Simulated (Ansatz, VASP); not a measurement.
# Ti in VASP and in Ansatz

```
Ti
1.0
    -1.60818    1.60818    1.64100
     1.60818   -1.60818    1.64100
     1.60818    1.60818   -1.64100
Ti
1
Direct
  0.00000 0.00000 0.00000
```

Change from the starting cell: equal xx and yy strain of -2 %.

Alike in both runs: task single point; functional PBEsol; k mesh 17 × 17 × 17; occupations fermi-dirac, width 0.08 eV; no spin polarisation.

```csv
,VASP,Ansatz
version,VASP 6.6.1,Ansatz 0.2.0
potentials or method,"VASP PAW PBE potentials, release 64 (Ti_sv), cutoff 520 eV","all-electron LAPW, scalar-relativistic"
```

|  | VASP | Ansatz | Ansatz less VASP |
| --- | --- | --- | --- |
| pressure (GPa) | -2.8 | -2.6 | +0.23 |
| traceless stress, the component that is largest in VASP (GPa) | 0.29 | 0.29 | +0.001 |

VASP's potentials were made for PBE, not for PBEsol. Ansatz ran all-electron here, and VASP with PAW potentials.
